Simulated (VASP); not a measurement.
# BaO (sol) (Fm-3m) in VASP: single point with PBEsol

Aim: the single point of BaO (sol) with PBEsol.

All numbers are computed with VASP 6.6.1; they aren't measurements. Logs are shortened: lines on timing, memory, paths and dates and some standing lists are left out, and cuts for length are marked.

## 1. The cell of the first run

It takes space group Fm-3m (No. 225, cubic). The conventional cell has a = 5.490 Å, b = 5.490 Å, c = 5.490 Å, α = 90.00°, β = 90.00°, γ = 90.00°. Within 3.6 Å of Ba (site symmetry m-3m) lie 6 O at 2.75 Å. Within 3.6 Å of O (site symmetry m-3m) lie 6 Ba at 2.75 Å.

## 2. Single point, PBEsol

Contents of INCAR:

```
PREC = Accurate
ENCUT = 600
EDIFF = 1E-6
ISMEAR = 0
SIGMA = 0.02
LREAL = F
LASPH = T
NELM = 120
ALGO = Normal
ISIF = 2
LWAVE = F
LCHARG = F
GGA = PS
NBANDS = 15
GGA_COMPAT = F
```

Contents of KPOINTS:

```
Automatic mesh
0
Gamma
  8 8 8
```

Contents of POSCAR:

```
BaO
1.0
    0.0000000000      2.7450539201      2.7450539201
    2.7450539201      0.0000000000      2.7450539201
    2.7450539201      2.7450539201      0.0000000000
Ba O
1 1
Direct
    0.0000000000      0.0000000000      0.0000000000
    0.5000000000      0.5000000000      0.5000000000
```

Potentials or basis: VASP PAW PBE potentials, release 64 (Ba_sv, O).

On the command line:

```console
> cat potpaw_PBE.64/Ba_sv/POTCAR potpaw_PBE.64/O/POTCAR > POTCAR
> mpirun -np 1 vasp_std > vasp.out
```

OUTCAR:

```text
PREC = Accurate
   ENCUT = 600
   EDIFF = 1E-6
   ISMEAR = 0
   LREAL = F
   LASPH = T
   NELM = 120
   ISIF = 2
   GGA = PS

 ion  position               nearest neighbor table
   1  0.000  0.000  0.000-   2 2.75   2 2.75   2 2.75   2 2.75   2 2.75   2 2.75
   2  0.500  0.500  0.500-   1 2.75   1 2.75   1 2.75   1 2.75   1 2.75   1 2.75

  LATTYP: Found a face centered cubic cell.
 ALAT       =     5.4901078402

  Lattice vectors:

 A1 = (   0.0000000000,   2.7450539201,   2.7450539201)
 A2 = (   2.7450539201,   0.0000000000,   2.7450539201)
 A3 = (   2.7450539201,   2.7450539201,   0.0000000000)

Analysis of symmetry for initial positions (statically):
=====================================================================
 Subroutine PRICEL returns:
 Original cell was already a primitive cell.

 Routine SETGRP: Setting up the symmetry group for a
 face centered cubic supercell.

 Subroutine GETGRP returns: Found 48 space group operations
 (whereof 48 operations were pure point group operations)
 out of a pool of 48 trial point group operations.

The static configuration has the point symmetry O_h .

Analysis of symmetry for dynamics (positions and initial velocities):
=====================================================================
 Subroutine PRICEL returns:
 Original cell was already a primitive cell.

 Routine SETGRP: Setting up the symmetry group for a
 face centered cubic supercell.

 Subroutine GETGRP returns: Found 48 space group operations
 (whereof 48 operations were pure point group operations)
 out of a pool of 48 trial point group operations.

The dynamic configuration has the point symmetry O_h .

 Subroutine INISYM returns: Found 48 space group operations
 (whereof 48 operations are pure point group operations),
 and found     1 'primitive' translations

----------------------------------------------------------------------------------------

                                     Primitive cell

  volume of cell :      41.3697

  direct lattice vectors                    reciprocal lattice vectors
     0.000000000  2.745053920  2.745053920    -0.182145785  0.182145785  0.182145785
     2.745053920  0.000000000  2.745053920     0.182145785 -0.182145785  0.182145785
     2.745053920  2.745053920  0.000000000     0.182145785  0.182145785 -0.182145785

  length of vectors
     3.882092483  3.882092483  3.882092483     0.315485753  0.315485753  0.315485753

  position of ions in fractional coordinates (direct lattice)
     0.000000000  0.000000000  0.000000000
     0.500000000  0.500000000  0.500000000
[... 82 lines left out ...]
   NFREE  =      0    steps in history (QN), initial steepest desc. (CG)
   ISIF   =      2    stress and relaxation
   ISYM   =      2    0-nonsym 1-usesym 2-fastsym
   POTIM  = 0.5000    time-step for ionic-motion
   TEBEG  =    0.0;   TEEND  =   0.0 temperature during run
   PSTRESS=    0.0 pullay stress
   NELECT =      16.0000    total number of electrons
   NUPDOWN=      -1.0000    fix difference up-down
   EMIN   =  10.00;   EMAX   =-10.00  energy-range for DOS
   EFERMI =   0.00;   METHOD = LEGACY
   ISMEAR =     0;   SIGMA  =   0.02  broadening in eV -4-tet -1-fermi 0-gaus
   EFERMI_NEDOS =   21; number of points for ismear=-14 and -15
   IALGO  =     38    algorithm
   IMIX   =      4    mixing-type and parameters
     AMIX     =   0.40;   BMIX     =  1.00
     AMIX_MAG =   1.60;   BMIX_MAG =  1.00
  volume/ion in A,a.u.               =      20.68       139.59
  Fermi-wavevector in a.u.,A,eV,Ry     =   1.192762  2.253994 19.356766  1.422682
  Thomas-Fermi vector in A             =   2.328793
   LORBIT       =      0    0 simple, 1 ext, 2 COOP (PROOUT), +10 PAW based schemes
   GGA     = PS    functional components
   LHFCALC =     F    Hartree Fock is set to
   AEXX    =    0.0000 exact exchange contribution
   IVDW    =     0    specifies the selected vdW correction
   LEPSILON=     F    determine dielectric tensor
   LRPA    =     F    only Hartree local field effects (RPA)
 non-spin polarized calculation
 Gauss-broadening in eV      SIGMA  =   0.02
  energy-cutoff  :      600.00
  volume of cell :       41.37
 maximum number of plane-waves:      1411
   NGX = 15   NGY = 15   NGZ = 15

 number of electron      15.9999997 magnetization

 Free energy of the ion-electron system (eV)
  ---------------------------------------------------
  ext. energy  EPLUGINS =         0.00000000
  ---------------------------------------------------
  free energy    TOTEN  =       -12.39493018 eV

  energy without entropy =      -12.39493018  energy(sigma->0) =      -12.39493018

 E-fermi :   2.0456     XC(G=0):  -9.9787

 val. band max:        1.8976906015   @ k =   0.5000   0.5000   0.0000
 cond. band min:       3.6673356086   @ k =   0.5000   0.5000   0.0000
 fundamental gap:      1.7696450072
 Fermi energy:         2.0455910013

 k-point     1 :       0.0000    0.0000    0.0000
  band No.  band energies     occupation
      1     -23.9542      2.00000
      2     -13.1147      2.00000
      3      -8.3885      2.00000
      4      -8.3885      2.00000
      5      -8.3885      2.00000
      6       1.4709      2.00000
      7       1.4709      2.00000
      8       1.4709      2.00000
      9       5.3718      0.00000
     10       6.5083      0.00000
     11       6.5083      0.00000
     12       6.5083      0.00000
     13       8.8644      0.00000
     14       8.8644      0.00000
[... 401 lines left out ...]
      2     -13.7500      2.00000
      3      -9.0820      2.00000
      4      -9.0772      2.00000
      5      -8.5036      2.00000
      6       0.2130      2.00000
      7       0.8793      2.00000
      8       0.9440      2.00000
      9       6.6815      0.00000
     10       7.2979      0.00000
     11       9.8414      0.00000
     12       9.8597      0.00000
     13      12.1574      0.00000
     14      13.7684      0.00000
     15      14.1158      0.00000

 [... further k-points ...]
[... 5 lines left out ...]
  --------------------------------------------------------------------------------------
  -------------------------------------------------------------------------------------
  Total        0.4715178      0.4715178      0.4715178      0.0000000     -0.0000000     -0.0000000
  in kB       18.2610610     18.2610610     18.2610610      0.0000000     -0.0000000     -0.0000000
  external PRESSURE =      18.2610610 kB  Pullay stress =       0.0000000 kB

 VOLUME and BASIS-vectors are now :
 -----------------------------------------------------------------------------
  energy-cutoff  :      600.00
  volume of cell :       41.37
      direct lattice vectors                 reciprocal lattice vectors
     0.000000000  2.745053920  2.745053920    -0.182145785  0.182145785  0.182145785
     2.745053920  0.000000000  2.745053920     0.182145785 -0.182145785  0.182145785
     2.745053920  2.745053920  0.000000000     0.182145785  0.182145785 -0.182145785

 POSITION                                       TOTAL-FORCE (eV/Angst)
 -----------------------------------------------------------------------------------
      0.00000      0.00000      0.00000        -0.000000      0.000000     -0.000000
      2.74505      2.74505      2.74505         0.000000     -0.000000      0.000000
 -----------------------------------------------------------------------------------
    total drift:                                0.000000     -0.000000      0.000000

  FREE ENERGIE OF THE ION-ELECTRON SYSTEM (eV)
  ---------------------------------------------------
  free  energy   TOTEN  =       -12.3949301835 eV

  energy  without entropy=      -12.3949301835  energy(sigma->0) =      -12.39493018
```

OSZICAR:

```text
N       E                     dE             d eps       ncg     rms          rms(c)
DAV:   1     0.869609017856E+02    0.86961E+02   -0.85527E+03   870   0.111E+03
DAV:   2    -0.105239289856E+02   -0.97485E+02   -0.87359E+02  1225   0.213E+02
DAV:   3    -0.147161792242E+02   -0.41923E+01   -0.41659E+01  1099   0.444E+01
DAV:   4    -0.147670330450E+02   -0.50854E-01   -0.50846E-01  1074   0.502E+00
DAV:   5    -0.147679721966E+02   -0.93915E-03   -0.93915E-03  1054   0.588E-01    0.918E+00
DAV:   6    -0.126638515479E+02    0.21041E+01   -0.75584E+00   926   0.209E+01    0.634E+00
DAV:   7    -0.124360272737E+02    0.22782E+00   -0.59975E-01  1004   0.602E+00    0.233E+00
DAV:   8    -0.123946103879E+02    0.41417E-01   -0.94367E-02  1108   0.298E+00    0.518E-01
DAV:   9    -0.123943976879E+02    0.21270E-03   -0.76299E-03  1003   0.819E-01    0.170E-01
DAV:  10    -0.123949515974E+02   -0.55391E-03   -0.15448E-03   954   0.303E-01    0.481E-02
DAV:  11    -0.123949297322E+02    0.21865E-04   -0.13068E-04  1003   0.101E-01    0.237E-02
DAV:  12    -0.123949301835E+02   -0.45130E-06   -0.93487E-06   996   0.268E-02
   1 F= -.12394930E+02 E0= -.12394930E+02  d E =-.117582E-27
```

Run time: 28 s. Hardware: 1 thread of Intel Xeon 8259CL, shared host; peak memory 0.18 GiB.

What came out:

* Free energy: -12.3949 eV
* Pressure: 1.8 GPa
* Band gap on the k mesh: 1.77 eV, direct

Levels at points of the mesh, in eV from the valence-band top:
| k point | band 5 | band 6 | band 7 | band 8 | band 9 | band 10 | band 11 | band 12 |
| --- | --- | --- | --- | --- | --- | --- | --- | --- |
| (0.00, 0.00, 0.00) | -10.29 | -0.43 | -0.43 | -0.43 | 3.47 | 4.61 | 4.61 | 4.61 |
| (0.50, 0.00, 0.00) | -10.41 | -2.17 | -1.63 | -1.63 | 4.88 | 7.22 | 7.22 | 8.15 |
| (0.50, 0.50, 0.00) | -10.93 | -0.20 | -0.20 | 0.00 | 1.77 | 6.03 | 9.02 | 9.38 |

Caveat: the PAW data sets were made with another functional, which shifts forces and pressure a little; spin-orbit coupling is left out, which moves the levels of the heavy elements.
